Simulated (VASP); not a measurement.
# C (Cmmm) in VASP: notebook, part 2 of 2

VASP 6.6.1. Earlier steps stand in the parts before.

**3. Single point, PBEsol+D3(BJ) (atoms displaced along a vibrational mode, the cell strained)**

File INCAR:

```
PREC     = Accurate       # precision mode
ENCUT    = 520            # plane-wave cutoff, eV
EDIFF    = 1E-6           # SCF threshold, eV
ISMEAR   = 0              # smearing method
SIGMA    = 0.15           # smearing width, eV
LREAL    = False          # projectors in reciprocal space
LASPH    = True           # aspherical terms in the spheres
NELM     = 100            # most SCF steps
ALGO     = Normal         # electronic algorithm
ISIF     = 2              # what is computed and relaxed
LWAVE    = False          # write WAVECAR
LCHARG   = False          # write CHGCAR
GGA      = PS             # functional
IVDW     = 12             # dispersion correction
NBANDS   = 11             # bands
```

File KPOINTS:

```
Automatic mesh
0
Gamma
  21 21 12
```

File POSCAR:

```
C
1.0
    2.4166153542      0.0000000000      0.0000000000
   -1.2083076771      2.0928502879      0.0000000000
    0.0000000000      0.0000000000      3.4705398879
C
2
Direct
    0.3286349562      0.6572699123      0.0000000000
    0.6713650438      0.3427300877      0.0000000000
```

Potentials or basis: VASP PAW PBE potentials, release 64 (C).

The run is started by

```
cat potpaw_PBE.64/C/POTCAR > POTCAR
mpirun -np 1 vasp_std > vasp.out
```

OUTCAR:

```text
PREC = Accurate
   ENCUT = 520
   EDIFF = 1E-6
   ISMEAR = 0
   LREAL = False
   LASPH = True
   NELM = 100
   ISIF = 2
   GGA = PS
   IVDW = 12
 IVDW          = 12

 ion  position               nearest neighbor table
   1  0.329  0.657  0.000-   2 1.38   2 1.38   2 1.43
   2  0.671  0.343  0.000-   1 1.38   1 1.38   1 1.43

  LATTYP: Found a hexagonal cell.
 ALAT       =     2.4166153542
 C/A-ratio  =     1.4361159635

  Lattice vectors:

 A1 = (   2.4166153542,   0.0000000000,   0.0000000000)
 A2 = (  -1.2083076771,   2.0928502879,   0.0000000000)
 A3 = (   0.0000000000,   0.0000000000,   3.4705398879)

Analysis of symmetry for initial positions (statically):
=====================================================================
 Subroutine PRICEL returns:
 Original cell was already a primitive cell.

 Routine SETGRP: Setting up the symmetry group for a
 hexagonal supercell.

 Subroutine GETGRP returns: Found  8 space group operations
 (whereof  8 operations were pure point group operations)
 out of a pool of 24 trial point group operations.

The static configuration has the point symmetry D_2h.

Analysis of symmetry for dynamics (positions and initial velocities):
=====================================================================
 Subroutine PRICEL returns:
 Original cell was already a primitive cell.

 Routine SETGRP: Setting up the symmetry group for a
 hexagonal supercell.

 Subroutine GETGRP returns: Found  8 space group operations
 (whereof  8 operations were pure point group operations)
 out of a pool of 24 trial point group operations.

The dynamic configuration has the point symmetry D_2h.

 Subroutine INISYM returns: Found  8 space group operations
 (whereof  8 operations are pure point group operations),
 and found     1 'primitive' translations

----------------------------------------------------------------------------------------
[... 119 lines left out ...]
   LHFCALC =     F    Hartree Fock is set to
   AEXX    =    0.0000 exact exchange contribution
   IVDW    =    12    specifies the selected vdW correction
   LEPSILON=     F    determine dielectric tensor
   LRPA    =     F    only Hartree local field effects (RPA)
 non-spin polarized calculation
 Gauss-broadening in eV      SIGMA  =   0.15
  energy-cutoff  :      520.00
  volume of cell :       17.55
 maximum number of plane-waves:       488
 NGX is ok and might be reduce to    18
   NGX =  9   NGY =  9   NGZ = 13

 number of electron       8.0000001 magnetization

 Free energy of the ion-electron system (eV)
  ---------------------------------------------------
  ext. energy  EPLUGINS =         0.00000000
  ---------------------------------------------------
  free energy    TOTEN  =       -19.17828825 eV

  energy without entropy =      -19.17784667  energy(sigma->0) =      -19.17806746

 E-fermi :   4.6797     XC(G=0): -10.4093

 val. band max:        4.6785600544   @ k =   0.3333   0.3333   0.1667
 cond. band min:       4.7201030535   @ k =   0.3810   0.3333   0.5000
 fundamental gap:      0.0415429991
 Fermi energy:         4.6796563351

 k-point     1 :       0.0000    0.0000    0.0000
  band No.  band energies     occupation
      1     -15.3903      2.00000
      2      -2.5062      2.00000
      3       1.1023      2.00000
      4       2.3551      2.00000
      5       8.2495      0.00000
      6      12.5532      0.00000
      7      14.1612      0.00000
      8      17.0717      0.00000
      9      18.5442      0.00000
     10      27.3265      0.00000
     11      29.3542      0.00000
[... 309 lines left out ...]
 k-point    24 :       0.0952    0.0476    0.0000
  band No.  band energies     occupation
      1     -14.9992      2.00000
      2      -2.0505      2.00000
      3       0.0339      2.00000
      4       1.1883      2.00000
      5       8.7289      0.00000
      6      13.1604      0.00000
      7      15.2855      0.00000
      8      15.8007      0.00000
      9      19.1562      0.00000
     10      28.3814      0.00000
     11      28.3896      0.00000

 [... further k-points ...]

------------------------ aborting loop because EDIFF is reached ----------------------------------------

 Edisp (eV)   -0.21159

 E8    (eV) :    -0.1029

  FORCE on cell =-STRESS in cart. coord.  units (eV):
  Direction    XX          YY          ZZ          XY          YZ          ZX
  --------------------------------------------------------------------------------------
  -------------------------------------------------------------------------------------
  Total       3.47044     2.11780     0.03365     0.00000     0.00000     0.00000
  in kB     316.77600   193.30915     3.07166     0.00000     0.00000     0.00000
  external pressure =      171.05 kB  Pullay stress =        0.00 kB

 VOLUME and BASIS-vectors are now :
 -----------------------------------------------------------------------------
  energy-cutoff  :      520.00
  volume of cell :       17.55
      direct lattice vectors                 reciprocal lattice vectors
     2.416615354  0.000000000  0.000000000     0.413801890  0.238908632  0.000000000
    -1.208307677  2.092850288  0.000000000     0.000000000  0.477817265  0.000000000
     0.000000000  0.000000000  3.470539888     0.000000000  0.000000000  0.288139607

 POSITION                                       TOTAL-FORCE (eV/Angst)
 -----------------------------------------------------------------------------------
      0.00000      1.37557      0.00000         0.000000      2.341315      0.000000
      1.20831      0.71728      0.00000        -0.000000     -2.341315      0.000000
 -----------------------------------------------------------------------------------
    total drift:                                0.000000      0.000000     -0.000000

  FREE ENERGIE OF THE ION-ELECTRON SYSTEM (eV)
  ---------------------------------------------------
  free  energy   TOTEN  =       -19.3898747612 eV

  energy  without entropy=      -19.3894331764  energy(sigma->0) =      -19.38965397
```

Run time: 2.5 min. Hardware: 1 thread of Intel Xeon Platinum 8259CL at 2.50GHz (Skylake/Cascade Lake), shared host; peak memory 0.24 GiB.

What came out:

```
Free energy                : -19.3899 eV
Pressure                   : 17.1 GPa
Largest force              : 2.341 eV/Å
Band gap on the k mesh     : zero (bands 4 and 5 overlap by 0.56 eV)
Dispersion energy per atom : -0.106 eV
```

Forces in eV/Å, atoms in the order of the input:
```
C    0.000  2.341  0.000
C    0.000 -2.341  0.000
```

Caveat: the cell differs from its parent crystal (atoms displaced along a vibrational mode, the cell strained); the stress differs along the axes, from 0 to 32 GPa; the PAW data sets were made with another functional, which shifts forces and pressure a little.

**4. Single point, PBEsol+D3(BJ) (atoms displaced along a vibrational mode, the cell strained)**

File INCAR:

```
SYSTEM = C
  ALGO = Normal
  EDIFF = 1E-7
  ENCUT = 520
  GGA = PS
  ISIF = 2
  ISMEAR = 0
  IVDW = 12
  LASPH = .True.
  LCHARG = .False.
  LREAL = .False.
  LWAVE = .False.
  NBANDS = 11
  NELM = 60
  PREC = Accurate
  SIGMA = 0.15
```

File KPOINTS:

```
k-points
0
Gamma
  21 21 12
  0 0 0
```

File POSCAR:

```
C
1.0
    2.4166153542      0.0000000000      0.0000000000
   -1.2083076771      2.0928502879      0.0000000000
    0.0000000000      0.0000000000      3.4705398879
C
2
Direct
    0.3474284648      0.6948569296      0.0000000000
    0.6525715352      0.3051430704      0.0000000000
```

The run is started by

```
cat potpaw_PBE.64/C/POTCAR > POTCAR
mpirun -np 1 vasp_std > vasp.out
```

Wall time 2.5 min (1 thread of Intel Xeon Platinum 8259CL at 2.50GHz (Skylake/Cascade Lake), shared host); peak memory 0.24 GiB.

It converged, with:

```
Free energy                : -18.9573 eV
Pressure                   : 24.3 GPa
Largest force              : 8.527 eV/Å
Band gap on the k mesh     : zero (bands 4 and 5 overlap by 0.96 eV)
Dispersion energy per atom : -0.106 eV
```

Forces in eV/Å, atoms in the order of the input:
```
C    0.000 -8.527  0.000
C    0.000  8.527  0.000
```

Stress tensor (GPa, compression positive):
```
14.53  0.00  0.00
 0.00 58.28  0.00
 0.00  0.00  0.07
```

Levels at points of the mesh, in eV from the Fermi level:
| k point | band 1 | band 2 | band 3 | band 4 | band 5 | band 6 | band 7 | band 8 |
| --- | --- | --- | --- | --- | --- | --- | --- | --- |
| (0.00, 0.00, 0.00) | -19.83 | -6.98 | -4.43 | -0.80 | 3.83 | 6.57 | 11.04 | 12.76 |
| (0.00, 0.00, 0.50) | -19.60 | -8.63 | -4.40 | -0.77 | 6.63 | 9.54 | 11.15 | 12.45 |

Caveat: the cell differs from its parent crystal (atoms displaced along a vibrational mode, the cell strained); the stress differs along the axes, from 0 to 58 GPa; the PAW data sets were made with another functional, which shifts forces and pressure a little.

**5. Single point, PBEsol+D3(BJ) (atoms displaced along a vibrational mode, the cell strained)**

File INCAR:

```
PREC     = Accurate       # precision mode
ENCUT    = 520            # plane-wave cutoff, eV
EDIFF    = 1E-7           # SCF threshold, eV
ISMEAR   = 0              # smearing method
SIGMA    = 0.15           # smearing width, eV
LREAL    = False          # projectors in reciprocal space
LASPH    = True           # aspherical terms in the spheres
NELM     = 100            # most SCF steps
ALGO     = Normal         # electronic algorithm
ISIF     = 2              # what is computed and relaxed
LWAVE    = False          # write WAVECAR
LCHARG   = False          # write CHGCAR
GGA      = PS             # functional
IVDW     = 12             # dispersion correction
NBANDS   = 11             # bands
```

File KPOINTS:

```
Automatic mesh
0
Gamma
  21 21 12
```

File POSCAR:

```
C
1.0
    2.4166153542      0.0000000000      0.0000000000
   -1.2083076771      2.0928502879      0.0000000000
    0.0000000000      0.0000000000      3.4705398879
C
2
Direct
    0.3192382018      0.6384764037      0.0000000000
    0.6807617982      0.3615235963      0.0000000000
```

The run is started by

```
cat potpaw_PBE.64/C/POTCAR > POTCAR
mpirun -np 1 vasp_std > vasp.out
```

Run time: 2.1 min. Hardware: 1 thread of Intel Xeon Platinum 8259CL at 2.50GHz (Skylake/Cascade Lake), shared host; peak memory 0.24 GiB.

The run converged. Its results:

- Free energy: -19.0466 eV
- Pressure: 22.4 GPa
- Largest force: 6.225 eV/Å
- Band gap on the k mesh: zero (bands 4 and 5 overlap by 0.53 eV)
- Dispersion energy per atom: -0.106 eV

Forces on the atoms (eV/Å):
```
C    0.000  6.225  0.000
C    0.000 -6.225  0.000
```

Stress tensor (GPa, compression positive):
```
51.18  0.00  0.00
 0.00 15.77  0.00
 0.00  0.00  0.19
```

Levels at points of the mesh, in eV from the Fermi level:
| k point | band 2 | band 3 | band 4 | band 5 | band 6 | band 7 |
| --- | --- | --- | --- | --- | --- | --- |
| (0.00, 0.00, 0.00) | -7.14 | -4.68 | -0.89 | 3.67 | 6.39 | 11.19 |
| (0.00, 0.00, 0.50) | -8.79 | -4.66 | -0.85 | 6.45 | 9.40 | 11.29 |

Caveat: the cell differs from its parent crystal (atoms displaced along a vibrational mode, the cell strained); the stress differs along the axes, from 0 to 51 GPa; the PAW data sets were made with another functional, which shifts forces and pressure a little.

**6. Single point, PBEsol+D3(BJ) (atoms displaced along a vibrational mode, the cell strained)**

File INCAR:

```
ALGO = Normal ; EDIFF = 1E-6
ENCUT = 520 ; GGA = PS
ISIF = 2 ; ISMEAR = 0
IVDW = 12 ; LASPH = T
LCHARG = T ; LELF = T
LREAL = F ; LVHAR = T
LWAVE = F ; NBANDS = 11
NELM = 60 ; PREC = Accurate
SIGMA = 0.15
```

File KPOINTS:

```
k-points
0
Gamma
  21 21 12
```

File POSCAR:

```
C
1.0
    2.4166153542      0.0000000000      0.0000000000
   -1.2083076771      2.0928502879      0.0000000000
    0.0000000000      0.0000000000      3.4705398879
C
2
Direct
    0.3380317105      0.6760634210      0.0000000000
    0.6619682895      0.3239365790      0.0000000000
```

Potentials or basis: VASP PAW PBE potentials, release 64 (C).

The run is started by

```
cat potpaw_PBE.64/C/POTCAR > POTCAR
mpirun -np 1 vasp_std > vasp.out
```

It took 2.2 min on 1 thread of Intel Xeon Platinum 8259CL at 2.50GHz (Skylake/Cascade Lake), shared host; peak memory 0.24 GiB.

Results (log left out):

| Property | Result |
| --- | --- |
| Free energy | -19.3866 eV |
| Pressure | 17.2 GPa |
| Largest force | 2.593 eV/Å |
| Band gap on the k mesh | zero (bands 4 and 5 overlap by 0.53 eV) |
| Dispersion energy per atom | -0.106 eV |

Forces on the atoms (eV/Å):
```
C    0.000 -2.593  0.000
C    0.000  2.593  0.000
```

Stress tensor (GPa, compression positive):
```
19.04  0.00  0.00
 0.00 32.18  0.00
 0.00  0.00  0.31
```

Levels at points of the mesh, in eV from the Fermi level:
```tsv
k point	band 1	band 2	band 3	band 4	band 5	band 6	band 7	band 8
(0.00, 0.00, 0.00)	-20.07	-7.18	-3.57	-2.33	3.57	7.88	9.47	12.40
(0.00, 0.00, 0.50)	-19.84	-8.85	-3.54	-2.31	7.95	9.37	9.55	12.08
```

Caveat: the cell differs from its parent crystal (atoms displaced along a vibrational mode, the cell strained); the stress differs along the axes, from 0 to 32 GPa; the PAW data sets were made with another functional, which shifts forces and pressure a little.

**7. Overview**

```csv
cell,gap on the mesh (eV),pressure (GPa),largest force (eV/Å)
"a = 2.396, b = 2.396, c = 3.441 Å, angles 90.0, 90.0, 120.0°, 2 atoms, atomic positions A",none,28.9,5.71
"a = 2.417, b = 2.417, c = 3.471 Å, angles 90.0, 90.0, 120.0°, 2 atoms, atomic positions B",none,17.1,2.34
"a = 2.417, b = 2.417, c = 3.471 Å, angles 90.0, 90.0, 120.0°, 2 atoms, atomic positions C",none,24.3,8.53
"a = 2.417, b = 2.417, c = 3.471 Å, angles 90.0, 90.0, 120.0°, 2 atoms, atomic positions D",none,22.4,6.22
"a = 2.417, b = 2.417, c = 3.471 Å, angles 90.0, 90.0, 120.0°, 2 atoms, atomic positions E",none,17.2,2.59
```

Alike in all rows: task single point; level PBEsol+D3(BJ); potentials or basis VASP PAW PBE potentials, release 64 (C); no spin polarisation; k mesh 21 × 21 × 12; cutoff (eV) 520; smearing gaussian 0.15 eV.

Caveats: the PAW data sets were made with another functional, which shifts forces and pressure a little; the stress differs along the axes, from 0 to 32 GPa (at least some runs); the stress differs along the axes, from 0 to 59 GPa (at least some runs); the stress differs along the axes, from 0 to 58 GPa (at least some runs); the stress differs along the axes, from 0 to 51 GPa (at least some runs).

Total energies depend on the potentials used, so only differences within one code and one set of settings carry meaning.

The gap in the log of VASP goes by the Fermi energy; the results here count the filled bands.